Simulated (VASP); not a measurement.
A run of VASP 6.6.1 is set up as follows.

INCAR

```
SYSTEM = Ge
PREC = Accurate
ENCUT = 520
EDIFF = 1E-6
ISMEAR = -1
SIGMA = 0.1
LREAL = .False.
LASPH = .True.
NELM = 60
ALGO = Normal
ISIF = 2
LWAVE = .False.
LCHARG = .False.
GGA = PE
NBANDS = 13
```

Contents of KPOINTS:

```
regular mesh
0
Gamma
  13 13 13
  0 0 0
```

The input POSCAR:

```
Ge
1.0
    2.7842784547      0.0000000000      0.0000000000
    0.0000000000      2.7842784547      0.0000000000
    0.0000000000      0.0000000000      2.7842784547
Ge
1
Direct
    0.0000000000      0.0000000000      0.0000000000
```

Potentials or basis: VASP PAW PBE potentials, release 64 (Ge_d).

Command:

```sh
$ cat potpaw_PBE.64/Ge_d/POTCAR > POTCAR
$ mpirun -np 1 vasp_std > vasp.out
```

Predict the band gap on the k mesh.

zero (band 7 reaches 11.28 eV, above the bottom of band 8 at 3.04 eV).

What does it give for the pressure?

-4.6 GPa.
